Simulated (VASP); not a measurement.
ZrB2:

```
Zr B
1.0
     0.00000    2.35703    2.35703
     2.35703    0.00000    2.35703
     2.35703    2.35703    0.00000
Zr B
1 2
Direct
  0.00000 0.00000 0.00000
  0.25000 0.25000 0.25000
  0.75000 0.75000 0.75000
```

```yaml
Program: VASP 6.6.1
Task: relaxation of cell and atoms
Functional: PBE
Potentials_or_basis: VASP PAW PBE potentials, release 64 (Zr_sv, B)
Cutoff: 500 eV
k_mesh: 7 × 7 × 7
Occupations: gaussian, width 0.2 eV
Spin: no spin polarisation
```

At the start: pressure 133.9 GPa; volume 8.73 Å³/atom.

Problem. How do energy, volume and symmetry change on relaxing?

Solution. Over 5 steps the energy falls by 1464.3 meV/atom and the volume is 13.73 Å³/atom (+57.2 %); space group Fm-3m (No. 225, to 0.05 Å).

The path:
| step | energy change (eV) | largest force (eV/Å) | pressure (GPa) | volume (Å³) |
| --- | --- | --- | --- | --- |
| 1 | 0.0000 | 0.0000 | 133.89 | 26.19 |
| 2 | -1.8102 | 0.0000 | -24.34 | 64.71 |
| 3 | -4.3863 | 0.0000 | -2.49 | 42.07 |
| 4 | -4.3921 | 0.0000 | -0.94 | 41.53 |
| 5 | -4.3930 | 0.0000 | 0.13 | 41.18 |

Final structure:
```
CELL_PARAMETERS angstrom
0.00000 2.74082 2.74082
2.74082 0.00000 2.74082
2.74082 2.74082 0.00000
ATOMIC_POSITIONS crystal
Zr 0.00000 0.00000 0.00000
B 0.25000 0.25000 0.25000
B 0.75000 0.75000 0.75000
```

Caveat: the volume moved by over 15 % at a fixed basis, so the end points are rough.
